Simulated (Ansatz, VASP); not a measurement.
## Ni: VASP beside Ansatz

```
CELL_PARAMETERS angstrom
0.00000 1.71246 1.71246
1.71246 0.00000 1.71246
1.71246 1.71246 0.00000
ATOMIC_POSITIONS crystal
Ni 0.00000 0.00000 0.00000
```

Alike in both runs: task single point; functional LDA; k mesh 3 × 3 × 3; occupations fermi-dirac, width 0.05 eV; collinear spin.

|  | VASP | Ansatz |
| --- | --- | --- |
| version | VASP 6.6.1 | Ansatz 0.2.0 |
| potentials or method | VASP PAW LDA potentials, release 64 (Ni), cutoff 520 eV | plane waves (420 eV) with PAW, scalar-relativistic |
| valence electrons in the cell | 10 | 18 |

VASP gave:

* pressure (GPa): 9.8
* net moment per atom (μB): 1.11
* size of the moment on the site where the two differ most (μB): 1.10

Estimate Ansatz's values.

pressure (GPa): 10.0; net moment per atom (μB): 1.11; size of the moment on the site where the two differ most (μB): 1.14.

Ansatz warns that its potentials were made for another functional, while VASP's fit it. LDA's correlation is that of Perdew and Zunger in VASP and of Perdew and Wang (1992) in Ansatz. Site moments also hang on the region over which each program counts them. VASP's potentials hold 10 valence electrons a cell and Ansatz's 18, so a difference there can come from the potentials and not from the codes.

The k mesh is coarse, so the values compare programs but aren't converged.
